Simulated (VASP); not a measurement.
# Tm3BF (Pm-3m) in VASP: further runs

Tm3BF is run at these levels: PBE; tasks: single point, relaxation of cell and atoms.

Everything below comes from runs of VASP 6.6.1. Logs are shortened: lines on timing, memory, paths and dates and some standing lists are left out, and cuts for length are marked.

**1. The cell of the first run**

It takes space group Pm-3m (No. 221, cubic). Conventional cell: a = 4.932 Å, b = 4.932 Å, c = 4.932 Å, α = 90.00°, β = 90.00°, γ = 90.00°. Within 3.3 Å of Tm (site symmetry 4/mmm) lie 2 B at 2.47 Å. Within 3.3 Å of Tm (site symmetry 4/mmm) lie 2 B at 2.47 Å. B (site symmetry m-3m) has 6 Tm at 2.47 Å within 3.3 Å. Within 4.6 Å of F (site symmetry m-3m) lie 12 Tm at 3.49 Å and 8 B at 4.27 Å.

**2. Single point, PBE**

Contents of INCAR:

```
PREC = Accurate
ENCUT = 600
EDIFF = 1E-6
ISMEAR = 0
SIGMA = 0.2
LREAL = False
LASPH = True
NELM = 200
ALGO = Normal
ISIF = 2
LWAVE = False
LCHARG = False
GGA = PE
NBANDS = 48
GGA_COMPAT = False
LMAXMIX = 6
```

Contents of KPOINTS:

```
regular mesh
0
Gamma
  4 4 2
```

Contents of POSCAR:

```
Tm3BF
1.0
    4.9319563635      0.0000000000      0.0000000000
    0.0000000000      4.9319563635      0.0000000000
    0.0000000000      0.0000000000      9.8639127270
Tm B F
6 2 2
Direct
    0.0000000000      0.5000000000      0.2500000000
    0.0000000000      0.5000000000      0.7500000000
    0.5000000000      0.0000000000      0.2500000000
    0.5000000000      0.0000000000      0.7500000000
    0.5000000000      0.5000000000      0.0000000000
    0.5000000000      0.5000000000      0.5000000000
    0.5000000000      0.5000000000      0.2500000000
    0.5000000000      0.5000000000      0.7500000000
    0.0000000000      0.0000000000      0.5000000000
    0.0000000000      0.0000000000      0.0000000000
```

Potentials or basis: VASP PAW PBE potentials, release 64 (Tm_3, B, F), 4f in core.

Command:

```sh
cat potpaw_PBE.64/Tm_3/POTCAR potpaw_PBE.64/B/POTCAR potpaw_PBE.64/F/POTCAR > POTCAR
mpirun -np 1 vasp_std > vasp.out
```

OUTCAR:

```text
PREC = Accurate
   ENCUT = 600
   EDIFF = 1E-6
   ISMEAR = 0
   LREAL = False
   LASPH = True
   NELM = 200
   ISIF = 2
   GGA = PE

 ion  position               nearest neighbor table
   1  0.000  0.500  0.250-   7 2.47   7 2.47   6 3.49   3 3.49   3 3.49   3 3.49   5 3.49   6 3.49
                             5 3.49   3 3.49
   2  0.000  0.500  0.750-   8 2.47   8 2.47   6 3.49   4 3.49   4 3.49   4 3.49   5 3.49   6 3.49
                             5 3.49   4 3.49
   3  0.500  0.000  0.250-   7 2.47   7 2.47   6 3.49   1 3.49   1 3.49   5 3.49   6 3.49   5 3.49
                             1 3.49   1 3.49
   4  0.500  0.000  0.750-   8 2.47   8 2.47   6 3.49   2 3.49   2 3.49   5 3.49   6 3.49   5 3.49
                             2 3.49   2 3.49
   5  0.500  0.500  0.000-   7 2.47   8 2.47   3 3.49   4 3.49   1 3.49   2 3.49   3 3.49   4 3.49
                             1 3.49   2 3.49
   6  0.500  0.500  0.500-   7 2.47   8 2.47   3 3.49   4 3.49   1 3.49   2 3.49   3 3.49   4 3.49
                             1 3.49   2 3.49
   7  0.500  0.500  0.250-   1 2.47   3 2.47   5 2.47   6 2.47   3 2.47   1 2.47
   8  0.500  0.500  0.750-   2 2.47   4 2.47   5 2.47   6 2.47   4 2.47   2 2.47
   9  0.000  0.000  0.500-
  10  0.000  0.000  0.000-

  LATTYP: Found a simple tetragonal cell.
 ALAT       =     4.9319563635
 C/A-ratio  =     2.0000000000

  Lattice vectors:

 A1 = (   4.9319563635,   0.0000000000,   0.0000000000)
 A2 = (   0.0000000000,   4.9319563635,   0.0000000000)
 A3 = (   0.0000000000,   0.0000000000,   9.8639127270)

Analysis of symmetry for initial positions (statically):
=====================================================================
 Subroutine PRICEL returns following result:

  LATTYP: Found a simple cubic cell.
 ALAT       =     4.9319563635

  Lattice vectors:

 A1 = (   4.9319563635,   0.0000000000,   0.0000000000)
 A2 = (   0.0000000000,   4.9319563635,   0.0000000000)
 A3 = (   0.0000000000,   0.0000000000,   4.9319563635)

   2 primitive cells build up your supercell.

 Routine SETGRP: Setting up the symmetry group for a
 simple tetragonal supercell.

 Subroutine GETGRP returns: Found 16 space group operations
 (whereof 16 operations were pure point group operations)
 out of a pool of 16 trial point group operations.

The static configuration has the point symmetry D_4h.

Analysis of symmetry for dynamics (positions and initial velocities):
=====================================================================
 Subroutine PRICEL returns following result:

  LATTYP: Found a simple cubic cell.
 ALAT       =     4.9319563635

  Lattice vectors:

 A1 = (   4.9319563635,   0.0000000000,   0.0000000000)
 A2 = (   0.0000000000,   4.9319563635,   0.0000000000)
 A3 = (   0.0000000000,   0.0000000000,   4.9319563635)

   2 primitive cells build up your supercell.

 Routine SETGRP: Setting up the symmetry group for a
 simple tetragonal supercell.

 Subroutine GETGRP returns: Found 16 space group operations
 (whereof 16 operations were pure point group operations)
 out of a pool of 16 trial point group operations.

The dynamic configuration has the point symmetry D_4h.

 Subroutine INISYM returns: Found 16 space group operations
 (whereof 16 operations are pure point group operations),
 and found     2 'primitive' translations

----------------------------------------------------------------------------------------

                                     Primitive cell

  volume of cell :     119.9659

  direct lattice vectors                    reciprocal lattice vectors
     4.931956364  0.000000000  0.000000000     0.202759296  0.000000000  0.000000000
     0.000000000  4.931956364  0.000000000     0.000000000  0.202759296  0.000000000
     0.000000000  0.000000000  4.931956364     0.000000000  0.000000000  0.202759296

  length of vectors
     4.931956364  4.931956364  4.931956364     0.202759296  0.202759296  0.202759296

  position of ions in fractional coordinates (direct lattice)
     0.000000000  0.500000000  0.500000000
     0.500000000  0.000000000  0.500000000
     0.500000000  0.500000000  0.000000000
     0.500000000  0.500000000  0.500000000
     0.000000000  0.000000000  0.000000000

  ion indices of the primitive-cell ions
   primitive index   ion index
                 1           1
                 2           3
                 3           5
                 4           7
                 5           9

----------------------------------------------------------------------------------------

 KPOINTS: regular mesh

Automatic generation of k-mesh.
 Grid dimensions read from file:
 generate k-points for:    4    4    2

 Generating k-lattice:

  Cartesian coordinates                     Fractional coordinates (reciprocal lattice)
     0.050689824  0.000000000  0.000000000     0.250000000  0.000000000  0.000000000
     0.000000000  0.050689824  0.000000000     0.000000000  0.250000000  0.000000000
     0.000000000  0.000000000  0.050689824     0.000000000  0.000000000  0.500000000

  Length of vectors
     0.050689824  0.050689824  0.050689824

  Shift w.r.t. Gamma in fractional coordinates (k-lattice)
     0.000000000  0.000000000  0.000000000

 Subroutine IBZKPT returns following result:
 ===========================================

 Found     12 irreducible k-points:

 Following reciprocal coordinates:
            Coordinates               Weight
  0.000000  0.000000  0.000000      1.000000
  0.250000  0.000000  0.000000      4.000000
  0.500000  0.000000  0.000000      2.000000
  0.250000  0.250000  0.000000      4.000000
  0.500000  0.250000  0.000000      4.000000
  0.500000  0.500000  0.000000      1.000000
  0.000000  0.000000  0.500000      1.000000
  0.250000  0.000000  0.500000      4.000000
  0.500000  0.000000  0.500000      2.000000
  0.250000  0.250000  0.500000      4.000000
  0.500000  0.250000  0.500000      4.000000
  0.500000  0.500000  0.500000      1.000000
   k-points           NKPTS =     12   k-points in BZ     NKDIM =     12   number of bands    NBANDS=     48
   number of dos      NEDOS =    301   number of ions     NIONS =     10
   total plane-waves  NPLWV = 128000
   dimension x,y,z NGX =    40 NGY =   40 NGZ =   80
   dimension x,y,z NGXF=    80 NGYF=   80 NGZF=  160
   ions per type =               6   2   2
   NGX,Y,Z   is equivalent  to a cutoff of  13.48, 13.48, 13.48 a.u.
   NGXF,Y,Z  is equivalent  to a cutoff of  26.97, 26.97, 26.97 a.u.
 SYSTEM =  unknown system
   PREC   = accura    normal or accurate (medium, high low for compatibility)
   ISTART =      0    job   : 0-new  1-cont  2-samecut
   ICHARG =      2    charge: 1-file 2-atom 10-const
   ISPIN  =      1    spin polarized calculation?
   LNONCOLLINEAR =      F non collinear calculations
   LSORBIT =      F    spin-orbit coupling
   LASPH  =      T    aspherical Exc in radial PAW
   ENCUT  =  600.0 eV  44.10 Ry    6.64 a.u.   9.85  9.85 19.70*2*pi/ulx,y,z
   NELM   =    200;   NELMIN=  2; NELMDL= -5     # of ELM steps
   EDIFF  = 0.1E-05   stopping-criterion for ELM
   LREAL  =      F    real-space projection
   EDIFFG = 0.1E-04   stopping-criterion for IOM
   NSW    =      0    number of steps for IOM
   IBRION =     -1    ionic relax: 0-MD 1-quasi-New 2-CG
   NFREE  =      0    steps in history (QN), initial steepest desc. (CG)
   ISIF   =      2    stress and relaxation
   ISYM   =      2    0-nonsym 1-usesym 2-fastsym
   POTIM  = 0.5000    time-step for ionic-motion
   TEBEG  =    0.0;   TEEND  =   0.0 temperature during run
   PSTRESS=    0.0 pullay stress
   NELECT =      74.0000    total number of electrons
   NUPDOWN=      -1.0000    fix difference up-down
   EMIN   =  10.00;   EMAX   =-10.00  energy-range for DOS
   EFERMI =   0.00;   METHOD = LEGACY
   ISMEAR =     0;   SIGMA  =   0.20  broadening in eV -4-tet -1-fermi 0-gaus
   EFERMI_NEDOS =   21; number of points for ismear=-14 and -15
   IALGO  =     38    algorithm
   IMIX   =      4    mixing-type and parameters
     AMIX     =   0.40;   BMIX     =  1.00
     AMIX_MAG =   1.60;   BMIX_MAG =  1.00
  volume/ion in A,a.u.               =      23.99       161.91
  Fermi-wavevector in a.u.,A,eV,Ry     =   1.106088  2.090202 16.645772  1.223430
  Thomas-Fermi vector in A             =   2.242584
   LORBIT       =      0    0 simple, 1 ext, 2 COOP (PROOUT), +10 PAW based schemes
   GGA     = PE    functional components
   LHFCALC =     F    Hartree Fock is set to
   AEXX    =    0.0000 exact exchange contribution
   IVDW    =     0    specifies the selected vdW correction
   LEPSILON=     F    determine dielectric tensor
   LRPA    =     F    only Hartree local field effects (RPA)
 non-spin polarized calculation
 Gauss-broadening in eV      SIGMA  =   0.20
  energy-cutoff  :      600.00
  volume of cell :      239.93
 maximum number of plane-waves:      8044
 NGX is ok and might be reduce to    40
   NGX = 19   NGY = 19   NGZ = 39

 number of electron      73.9999999 magnetization

 Free energy of the ion-electron system (eV)
  ---------------------------------------------------
  ext. energy  EPLUGINS =         0.00000000
  ---------------------------------------------------
  free energy    TOTEN  =       -46.97477301 eV

  energy without entropy =      -46.77837877  energy(sigma->0) =      -46.87657589

 E-fermi :   2.4249     XC(G=0):  -9.3709

 val. band max:        2.3082582354   @ k =   0.5000   0.2500   0.5000
 cond. band min:       2.4283583684   @ k =   0.5000   0.5000   0.5000
 fundamental gap:      0.1201001330
 Fermi energy:         2.4249372862

 k-point     1 :       0.0000    0.0000    0.0000
  band No.  band energies     occupation
      1     -23.4600      2.00000
      2     -23.4600      2.00000
      3     -23.4600      2.00000
      4     -23.3946      2.00000
      5     -23.3946      2.00000
      6     -23.3861      2.00000
[... 40 lines left out ...]
     47       4.4342      0.00000
     48       4.9412      0.00000
[... 559 lines left out ...]
     47       4.4024      0.00000
     48       4.4078      0.00000

------------------------ aborting loop because EDIFF is reached ----------------------------------------

  FORCE on cell =-STRESS in cart. coord.  units (eV):
  Direction    XX          YY          ZZ          XY          YZ          ZX
  --------------------------------------------------------------------------------------
  -------------------------------------------------------------------------------------
  Total        0.8617353      0.8617353      0.8612713      0.0000000      0.0000000      0.0000000
  in kB        5.7543570      5.7543570      5.7512584      0.0000000      0.0000000      0.0000000
  external PRESSURE =       5.7533241 kB  Pullay stress =       0.0000000 kB

 VOLUME and BASIS-vectors are now :
 -----------------------------------------------------------------------------
  energy-cutoff  :      600.00
  volume of cell :      239.93
      direct lattice vectors                 reciprocal lattice vectors
     4.931956364  0.000000000  0.000000000     0.202759296  0.000000000  0.000000000
     0.000000000  4.931956364  0.000000000     0.000000000  0.202759296  0.000000000
     0.000000000  0.000000000  9.863912727     0.000000000  0.000000000  0.101379648

 POSITION                                       TOTAL-FORCE (eV/Angst)
 -----------------------------------------------------------------------------------
      0.00000      2.46598      2.46598        -0.000000      0.000000      0.000000
      0.00000      2.46598      7.39793         0.000000      0.000000     -0.000000
      2.46598      0.00000      2.46598         0.000000     -0.000000      0.000000
      2.46598      0.00000      7.39793        -0.000000     -0.000000     -0.000000
      2.46598      2.46598      0.00000        -0.000000     -0.000000     -0.000000
      2.46598      2.46598      4.93196         0.000000      0.000000     -0.000000
      2.46598      2.46598      2.46598        -0.000000     -0.000000     -0.000000
      2.46598      2.46598      7.39793        -0.000000     -0.000000     -0.000000
      0.00000      0.00000      4.93196        -0.000000     -0.000000     -0.000000
      0.00000      0.00000      0.00000        -0.000000     -0.000000     -0.000000
 -----------------------------------------------------------------------------------
    total drift:                               -0.000000      0.000000     -0.000000

  FREE ENERGIE OF THE ION-ELECTRON SYSTEM (eV)
  ---------------------------------------------------
  free  energy   TOTEN  =       -46.9747730117 eV

  energy  without entropy=      -46.7783787715  energy(sigma->0) =      -46.87657589
```

Run time: 1.8 min. Hardware: 1 thread of Intel Xeon 6975P-C (Granite Rapids), shared host; peak memory 0.43 GiB.

What came out:

- Free energy: -46.9748 eV
- Pressure: 0.6 GPa
- Band gap on the k mesh: zero (bands 37 and 38 overlap by 1.32 eV)

Caveat: spin-orbit coupling is left out, which moves the levels of the heavy elements; the 4f electrons are frozen in the core, so they carry no moment and show no levels; the run has no spin polarisation, though such a crystal can be magnetic. Spin polarisation is off, so any magnetic state and its effect on volume and gap are missing.

[end of part 1 of 2]
